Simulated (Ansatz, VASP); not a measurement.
## HfSiF: VASP beside Ansatz

```
CELL_PARAMETERS angstrom
4.43465 0.00000 0.00000
-2.21732 3.84052 0.00000
0.00000 0.00000 2.70080
ATOMIC_POSITIONS crystal
Hf 0.00000 0.00000 0.00000
Si 0.33333 0.66667 0.50000
F 0.66667 0.33333 0.50000
```

Change from the starting cell: species swapped into the TmPPt type (P-6m2, No. 187).

Alike in both runs: functional PBE; k mesh 12 × 12 × 16; occupations gaussian, width 0.1 eV; no spin polarisation.

Ansatz relaxed the structure, and its values are those at the end. VASP's run is a single point on that final structure, the one shown.

|  | VASP | Ansatz |
| --- | --- | --- |
| version | VASP 6.6.1 | Ansatz 0.2.0 |
| potentials or method | VASP PAW PBE potentials, release 64 (Hf_pv, Si, F), cutoff 520 eV | scalar-relativistic, plane waves, PAW |
| valence electrons in the cell | 21 | 37 |

|  | VASP | Ansatz | Ansatz less VASP |
| --- | --- | --- | --- |
| gap on the k mesh at the Fermi level (eV) | none | none | - |
| pressure (GPa) | -0.6 | 0.0 | +0.64 |

A gap of «none» marks a metal or a gap that the smearing closes. VASP's potentials hold 21 valence electrons a cell and Ansatz's 37, so a difference there can come from the potentials and not from the codes.

Spin-orbit coupling is off throughout.
